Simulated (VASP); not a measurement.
# Al (Fm-3m) in VASP: a series of runs

Aim: see how the results for Al move with the level of theory and the settings. Levels: PBEsol+D3(BJ), PBEsol. Tasks: single point.

Everything below comes from runs of VASP 6.6.1. Logs are shortened: lines on timing, memory, paths and dates and some standing lists are left out, and cuts for length are marked.

**1. The cell of the first run**

It takes space group Fm-3m (No. 225, cubic). Conventional cell: a = 4.050 Å, b = 4.050 Å, c = 4.050 Å, α = 90.00°, β = 90.00°, γ = 90.00°. Al (site symmetry m-3m) has 12 Al at 2.86 Å within 3.8 Å.

**2. Single point, PBEsol+D3(BJ), non-collinear spin, typed start, spin-orbit coupling**

File INCAR:

```
ALGO = Normal
EDIFF = 1E-6
ENCUT = 520
GGA = PS
GGA_COMPAT = False
ISIF = 2
ISMEAR = -1
IVDW = 12
LASPH = True
LCHARG = False
LORBIT = 11
LORBMOM = True
LREAL = False
LSORBIT = True
LWAVE = False
MAGMOM = 0.286 -0.162 0.19
NBANDS = 14
NELM = 150
PREC = Accurate
SIGMA = 0.05
```

File KPOINTS:

```
k-points
0
Gamma
  8 8 8
```

File POSCAR:

```
Al
1.0
    0.0000000000      2.0248050000      2.0248050000
    2.0248050000      0.0000000000      2.0248050000
    2.0248050000      2.0248050000      0.0000000000
Al
1
Direct
    0.0000000000      0.0000000000      0.0000000000
```

Potentials or basis: VASP PAW PBE potentials, release 64 (Al).

On the command line:

```
cat potpaw_PBE.64/Al/POTCAR > POTCAR
mpirun -np 1 vasp_ncl > vasp.out
```

OUTCAR:

```text
EDIFF = 1E-6
   ENCUT = 520
   GGA = PS
   ISIF = 2
   ISMEAR = -1
   IVDW = 12
   LASPH = True
   LORBIT = 11
   LREAL = False
   LSORBIT = True
   NELM = 150
   PREC = Accurate
 IVDW          = 12

 ion  position               nearest neighbor table
   1  0.000  0.000  0.000-

  LATTYP: Found a face centered cubic cell.
 ALAT       =     4.0496100000

  Lattice vectors:

 A1 = (   0.0000000000,   2.0248050000,   2.0248050000)
 A2 = (   2.0248050000,   0.0000000000,   2.0248050000)
 A3 = (   2.0248050000,   2.0248050000,   0.0000000000)

Analysis of symmetry for initial positions (statically):
=====================================================================
 Subroutine PRICEL returns:
 Original cell was already a primitive cell.

 Routine SETGRP: Setting up the symmetry group for a
 face centered cubic supercell.

 Subroutine GETGRP returns: Found 48 space group operations
[... 9 lines left out ...]

 Routine SETGRP: Setting up the symmetry group for a
 face centered cubic supercell.

 Subroutine GETGRP returns: Found 48 space group operations
 (whereof 48 operations were pure point group operations)
 out of a pool of 48 trial point group operations.

The dynamic configuration has the point symmetry O_h .

Analysis of structural, dynamic, and magnetic symmetry:
=====================================================================
 Subroutine PRICEL returns:
 Original cell was already a primitive cell.

 Routine SETGRP: Setting up the symmetry group for a
 face centered cubic supercell.

 Subroutine GETGRP returns: Found  2 space group operations
 (whereof  2 operations were pure point group operations)
 out of a pool of 48 trial point group operations.

The overall configuration has the point symmetry S_2 .

 Subroutine INISYM returns: Found  2 space group operations
 (whereof  2 operations are pure point group operations),
 and found     1 'primitive' translations

----------------------------------------------------------------------------------------

                                     Primitive cell

  volume of cell :      16.6027

  direct lattice vectors                    reciprocal lattice vectors
     0.000000000  2.024805000  2.024805000    -0.246937359  0.246937359  0.246937359
     2.024805000  0.000000000  2.024805000     0.246937359 -0.246937359  0.246937359
     2.024805000  2.024805000  0.000000000     0.246937359  0.246937359 -0.246937359

  length of vectors
     2.863506692  2.863506692  2.863506692     0.427708053  0.427708053  0.427708053

  position of ions in fractional coordinates (direct lattice)
     0.000000000  0.000000000  0.000000000

  ion indices of the primitive-cell ions
   primitive index   ion index
                 1           1

----------------------------------------------------------------------------------------

 KPOINTS: k-points

Automatic generation of k-mesh.
 Grid dimensions read from file:
 generate k-points for:    8    8    8

 Generating k-lattice:

  Cartesian coordinates                     Fractional coordinates (reciprocal lattice)
    -0.030867170  0.030867170  0.030867170     0.125000000  0.000000000  0.000000000
     0.030867170 -0.030867170  0.030867170     0.000000000  0.125000000  0.000000000
     0.030867170  0.030867170 -0.030867170     0.000000000  0.000000000  0.125000000

  Length of vectors
     0.053463507  0.053463507  0.053463507

  Shift w.r.t. Gamma in fractional coordinates (k-lattice)
     0.000000000  0.000000000  0.000000000

 Subroutine IBZKPT returns following result:
 ===========================================

 Found    260 irreducible k-points:

 Following reciprocal coordinates:
            Coordinates               Weight
  0.000000  0.000000  0.000000      1.000000
  0.125000  0.000000  0.000000      2.000000
  0.000000  0.125000  0.000000      2.000000
  0.000000  0.000000  0.125000      2.000000
  0.125000  0.125000  0.125000      2.000000
  0.250000  0.000000  0.000000      2.000000
[... 16 lines left out ...]
  0.125000  0.000000  0.250000      2.000000
  0.125000  0.125000 -0.125000      2.000000
 [... further k-points ...]
   k-points           NKPTS =    260   k-points in BZ     NKDIM =    260   number of bands    NBANDS=     14
   number of dos      NEDOS =    301   number of ions     NIONS =      1
   total plane-waves  NPLWV =  13824
   dimension x,y,z NGX =    24 NGY =   24 NGZ =   24
   dimension x,y,z NGXF=    48 NGYF=   48 NGZF=   48
   ions per type =               1
   NGX,Y,Z   is equivalent  to a cutoff of  13.93, 13.93, 13.93 a.u.
   NGXF,Y,Z  is equivalent  to a cutoff of  27.87, 27.87, 27.87 a.u.
 SYSTEM =  unknown system
   PREC   = accura    normal or accurate (medium, high low for compatibility)
   ISTART =      0    job   : 0-new  1-cont  2-samecut
   ICHARG =      2    charge: 1-file 2-atom 10-const
   ISPIN  =      1    spin polarized calculation?
   LNONCOLLINEAR =      T non collinear calculations
   LSORBIT =      T    spin-orbit coupling
   LASPH  =      T    aspherical Exc in radial PAW
   ENCUT  =  520.0 eV  38.22 Ry    6.18 a.u.   5.32  5.32  5.32*2*pi/ulx,y,z
   NELM   =    150;   NELMIN=  2; NELMDL= -5     # of ELM steps
   EDIFF  = 0.1E-05   stopping-criterion for ELM
   LREAL  =      F    real-space projection
   EDIFFG = 0.1E-04   stopping-criterion for IOM
   NSW    =      0    number of steps for IOM
   IBRION =     -1    ionic relax: 0-MD 1-quasi-New 2-CG
   NFREE  =      0    steps in history (QN), initial steepest desc. (CG)
   ISIF   =      2    stress and relaxation
   ISYM   =      2    0-nonsym 1-usesym 2-fastsym
   POTIM  = 0.5000    time-step for ionic-motion
   TEBEG  =    0.0;   TEEND  =   0.0 temperature during run
   PSTRESS=    0.0 pullay stress
   NELECT =       3.0000    total number of electrons
   NUPDOWN=      -1.0000    fix difference up-down
   EMIN   =  10.00;   EMAX   =-10.00  energy-range for DOS
   EFERMI =   0.00;   METHOD = LEGACY
   ISMEAR =    -1;   SIGMA  =   0.05  broadening in eV -4-tet -1-fermi 0-gaus
   EFERMI_NEDOS =   21; number of points for ismear=-14 and -15
   IALGO  =     38    algorithm
   IMIX   =      4    mixing-type and parameters
     AMIX     =   0.40;   BMIX     =  1.00
     AMIX_MAG =   1.60;   BMIX_MAG =  1.00
  volume/ion in A,a.u.               =      16.60       112.04
  Fermi-wavevector in a.u.,A,eV,Ry     =   0.925526  1.748991 11.654733  0.856599
  Thomas-Fermi vector in A             =   2.051390
   LORBIT       =     11    0 simple, 1 ext, 2 COOP (PROOUT), +10 PAW based schemes
   GGA     = PS    functional components
   LHFCALC =     F    Hartree Fock is set to
   AEXX    =    0.0000 exact exchange contribution
   IVDW    =    12    specifies the selected vdW correction
   LEPSILON=     F    determine dielectric tensor
   LRPA    =     F    only Hartree local field effects (RPA)
  energy-cutoff  :      520.00
  volume of cell :       16.60
 maximum number of plane-waves:       918
 NGX is ok and might be reduce to    24
   NGX = 11   NGY = 11   NGZ = 11

 number of electron       3.0000000 magnetization       0.0025942     -0.0014562      0.0017147

 number of electron       3.0000000 magnetization      -0.0000636      0.0000359     -0.0000422

 Free energy of the ion-electron system (eV)
  ---------------------------------------------------
  ext. energy  EPLUGINS =         0.00000000
  ---------------------------------------------------
  free energy    TOTEN  =        -4.08601990 eV

  energy without entropy =       -4.08188807  energy(sigma->0) =       -4.08395398

 E-fermi :   7.9275     XC(G=0): -10.2334

 val. band max:        7.5688437224   @ k =  -0.2500   0.1250   0.3750
 cond. band min:       8.0201435824   @ k =  -0.1250   0.1250  -0.3750
 fundamental gap:      0.4512998600
 Fermi energy:         7.9275134088

 k-point     1 :       0.0000    0.0000    0.0000
  band No.  band energies     occupation
      1      -3.2006      1.00000
      2      -3.2006      1.00000
      3      20.4483      0.00000
      4      20.4483      0.00000
      5      20.4483      0.00000
      6      20.4484      0.00000
      7      20.4484      0.00000
      8      20.4484      0.00000
      9      21.8490      0.00000
     10      21.8490      0.00000
     11      21.9139      0.00000
     12      21.9140      0.00000
     13      21.9140      0.00000
     14      21.9141      0.00000

 k-point     2 :       0.1250    0.0000    0.0000
  band No.  band energies     occupation
      1      -2.7782      1.00000
      2      -2.7781      1.00000
      3      16.1605      0.00000
      4      16.1606      0.00000
      5      19.4888      0.00000
      6      19.4888      0.00000
      7      19.5040      0.00000
      8      19.5040      0.00000
      9      22.5282      0.00000
     10      22.5283      0.00000
     11      23.4210      0.00000
     12      23.4210      0.00000
     13      23.4516      0.00000
     14      23.4516      0.00000

 k-point     3 :       0.0000    0.1250    0.0000
  band No.  band energies     occupation
      1      -2.7782      1.00000
      2      -2.7781      1.00000
      3      16.1605      0.00000
      4      16.1606      0.00000
      5      19.4887      0.00000
      6      19.4888      0.00000
      7      19.5040      0.00000
      8      19.5041      0.00000
      9      22.5282      0.00000
     10      22.5283      0.00000
     11      23.4210      0.00000
     12      23.4211      0.00000
     13      23.4515      0.00000
     14      23.4517      0.00000
[... 324 lines left out ...]
 k-point    23 :       0.1250    0.0000    0.2500
  band No.  band energies     occupation
      1      -1.6579      1.00000
      2      -1.6578      1.00000
      3      13.1621      0.00000
      4      13.1622      0.00000
      5      16.6807      0.00000
      6      16.6808      0.00000
      7      18.1997      0.00000
      8      18.1998      0.00000
      9      19.4260      0.00000
     10      19.4261      0.00000
     11      21.9468      0.00000
     12      21.9469      0.00000
     13      25.8431      0.00000
     14      25.9100      0.00000

 k-point    24 :       0.1250    0.1250   -0.1250
  band No.  band energies     occupation
      1      -1.6579      1.00000
      2      -1.6578      1.00000
      3      13.1621      0.00000
      4      13.1622      0.00000
      5      16.6807      0.00000
      6      16.6808      0.00000
      7      18.1997      0.00000
      8      18.1998      0.00000
      9      19.4260      0.00000
     10      19.4261      0.00000
     11      21.9468      0.00000
     12      21.9469      0.00000
     13      25.8432      0.00000
     14      25.8715      0.00000

 [... further k-points ...]

------------------------ aborting loop because EDIFF is reached ----------------------------------------

 Edisp (eV)   -0.31541

 E8    (eV) :    -0.2124

  FORCE on cell =-STRESS in cart. coord.  units (eV):
  Direction    XX          YY          ZZ          XY          YZ          ZX
  --------------------------------------------------------------------------------------
  -------------------------------------------------------------------------------------
  Total      -0.51610    -0.51610    -0.51610     0.00000    -0.00000    -0.00000
  in kB     -49.80454   -49.80454   -49.80454     0.00001    -0.00000    -0.00001
  external pressure =      -49.80 kB  Pullay stress =        0.00 kB

 VOLUME and BASIS-vectors are now :
 -----------------------------------------------------------------------------
  energy-cutoff  :      520.00
  volume of cell :       16.60
      direct lattice vectors                 reciprocal lattice vectors
     0.000000000  2.024805000  2.024805000    -0.246937359  0.246937359  0.246937359
     2.024805000  0.000000000  2.024805000     0.246937359 -0.246937359  0.246937359
     2.024805000  2.024805000  0.000000000     0.246937359  0.246937359 -0.246937359

 POSITION                                       TOTAL-FORCE (eV/Angst)
 -----------------------------------------------------------------------------------
      0.00000      0.00000      0.00000        -0.000000      0.000000      0.000000
 -----------------------------------------------------------------------------------
    total drift:                               -0.000000      0.000000      0.000000

  FREE ENERGIE OF THE ION-ELECTRON SYSTEM (eV)
  ---------------------------------------------------
  free  energy   TOTEN  =        -4.4014314445 eV

  energy  without entropy=       -4.3972996157  energy(sigma->0) =       -4.39936553

 orbital moment (x)

 # of ion     p       tot
 --------------------------------
  1         0.000   0.000
 --------------------------------
            0.000   0.000

 orbital moment (y)

 # of ion     p       tot
 --------------------------------
  1        -0.000  -0.000
 --------------------------------
           -0.000  -0.000

 orbital moment (z)

 # of ion     p       tot
 --------------------------------
  1         0.000   0.000
 --------------------------------
            0.000   0.000

 Spin-Orbit-Coupling matrix elements

 Ion:    1  E_soc:     -0.0001091
 l=   1
     0.0000000    -0.0000182    -0.0000182
    -0.0000182     0.0000000    -0.0000182
    -0.0000182    -0.0000182     0.0000000
 l=   2
     0.0000000     0.0000000     0.0000000     0.0000000     0.0000000
     0.0000000     0.0000000     0.0000000     0.0000000     0.0000000
     0.0000000     0.0000000     0.0000000     0.0000000     0.0000000
     0.0000000     0.0000000     0.0000000     0.0000000     0.0000000
     0.0000000     0.0000000     0.0000000     0.0000000     0.0000000
 l=   3
     0.0000000     0.0000000     0.0000000     0.0000000     0.0000000     0.0000000     0.0000000
     0.0000000     0.0000000     0.0000000     0.0000000     0.0000000     0.0000000     0.0000000
     0.0000000     0.0000000     0.0000000     0.0000000     0.0000000     0.0000000     0.0000000
     0.0000000     0.0000000     0.0000000     0.0000000     0.0000000     0.0000000     0.0000000
     0.0000000     0.0000000     0.0000000     0.0000000     0.0000000     0.0000000     0.0000000
     0.0000000     0.0000000     0.0000000     0.0000000     0.0000000     0.0000000     0.0000000
     0.0000000     0.0000000     0.0000000     0.0000000     0.0000000     0.0000000     0.0000000

 total charge

# of ion       s       p       d       tot
------------------------------------------
    1        0.428   0.339   0.000   0.767

 magnetization (x)

# of ion       s       p       d       tot
------------------------------------------
    1        0.000  -0.000   0.000  -0.000

 magnetization (y)

# of ion       s       p       d       tot
------------------------------------------
    1       -0.000   0.000   0.000   0.000

 magnetization (z)

# of ion       s       p       d       tot
------------------------------------------
    1        0.000  -0.000   0.000  -0.000
```

Wall time 1.7 min (1 thread of Intel Xeon Platinum 8375C at 2.90GHz (Ice Lake), shared host); peak memory 0.25 GiB.

Results:

| Item | Value |
| --- | --- |
| Free energy | -4.4014 eV |
| Pressure | -5.0 GPa |
| Net moment | 0.00 μB per cell |
| Valence electrons inside the program's atomic spheres | Al 0.77 |
| Dispersion energy per atom | -0.315 eV |

Moments on the atoms (μB; x, y, z):
```
Al  0.00 0.00 0.00
```

Caveat: the PAW data sets were made with another functional, which shifts forces and pressure a little.

**3. Single point, PBEsol, non-collinear spin, typed start, spin-orbit coupling**

File INCAR:

```
PREC = Accurate
ENCUT = 520
EDIFF = 1E-7
ISMEAR = -1
SIGMA = 0.15
LREAL = F
LASPH = T
NELM = 150
ALGO = Fast
ISIF = 2
LWAVE = F
LCHARG = F
LNONCOLLINEAR = T
MAGMOM = 0 0 0.5
LORBIT = 11
LSORBIT = T
GGA_COMPAT = F
LORBMOM = T
GGA = PS
NBANDS = 14
```

File KPOINTS:

```
Automatic mesh
0
Gamma
  8 8 8
```

POSCAR is that of step 2.

Potentials or basis: VASP PAW PBE potentials, release 64 (Al).

On the command line:

```
cat potpaw_PBE.64/Al/POTCAR > POTCAR
mpirun -np 1 vasp_ncl > vasp.out
```

It took 48 s on 1 thread of Intel Xeon Platinum 8375C at 2.90GHz (Ice Lake), shared host; peak memory 0.19 GiB.

Results (log left out):

* Free energy: -4.0990 eV
* Pressure: -1.8 GPa
* Net moment: 0.00 μB per cell
* Valence electrons inside the program's atomic spheres: Al 0.77

Moments on the atoms (μB; x, y, z):
```
Al  0.00 0.00 0.00
```

Caveat: the PAW data sets were made with another functional, which shifts forces and pressure a little.
